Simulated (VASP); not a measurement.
A run of VASP 6.6.1:

INCAR

```
SYSTEM = Ni
ALGO = Normal
EDIFF = 1E-6
ENCUT = 520
ISIF = 2
ISMEAR = 0
ISPIN = 2
LASPH = .TRUE.
LCHARG = .TRUE.
LDAU = .TRUE.
LDAUJ = 0
LDAUL = 2
LDAUPRINT = 1
LDAUTYPE = 2
LDAUU = 4.2
LELF = .TRUE.
LMAXMIX = 4
LORBIT = 11
LREAL = .FALSE.
LVHAR = .TRUE.
LWAVE = .FALSE.
MAGMOM = 2
NBANDS = 15
NELM = 150
PREC = Accurate
SIGMA = 0.05
```

KPOINTS

```
k-points
0
G
  15 15 15
  0 0 0
```

POSCAR

```
Ni
1.0
    0.0000000000      1.7810000000      1.7810000000
    1.7810000000      0.0000000000      1.7810000000
    1.7810000000      1.7810000000      0.0000000000
Ni
1
Direct
    0.0000000000      0.0000000000      0.0000000000
```

Potentials or basis: VASP PAW LDA potentials, release 64 (Ni).

The run is started by

```console
$ cat potpaw_LDA.64/Ni/POTCAR > POTCAR
$ mpirun -np 1 vasp_std > vasp.out
```

Hardware: 1 thread of Intel(R) Xeon(R) Platinum 8488C (Sapphire Rapids), with other jobs on the host.

Q: How long does it take, and how much memory?

A: Wall time 33 s on 1 thread of Intel(R) Xeon(R) Platinum 8488C (Sapphire Rapids), with other jobs on the host, peak memory 0.14 GiB. Counts: scf iterations 14, k points 120.
